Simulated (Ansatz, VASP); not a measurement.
## LiCl in VASP and in Ansatz

```
Li Cl
1.0
     0.00000    2.56476    2.56476
     2.56476    0.00000    2.56476
     2.56476    2.56476    0.00000
Li Cl
1 1
Direct
  0.00000 0.00000 0.00000
  0.50000 0.50000 0.46101
```

Alike in both runs: task single point; functional r2SCAN; k mesh 8 × 8 × 8; occupations gaussian, width 0.05 eV; no spin polarisation.

|  | VASP | Ansatz |
| --- | --- | --- |
| version | VASP 6.6.1 | Ansatz 0.2.0 |
| potentials or method | VASP PAW PBE potentials, release 64 (Li_sv, Cl), cutoff 520 eV | scalar-relativistic, plane waves, PAW |
| valence electrons in the cell | 10 | 10 |

```csv
,VASP,Ansatz,Ansatz less VASP
gap on the k mesh at the Fermi level (eV),7.29,7.21,-0.072
least direct gap on the mesh (eV),7.29,7.21,-0.072
rms of the force components (eV/Å),0.057,0.063,+0.0058
```

VASP's potentials were made for PBE, not for r2SCAN. Atom by atom the forces differ by 0.006 eV/Å (rms over components). The functional is the same, so the differences come from potentials, cutoffs and numerics.

Noted on VASP's run: the cutoff is under 1.25 times that of the potentials, so the pressure is a little rough.
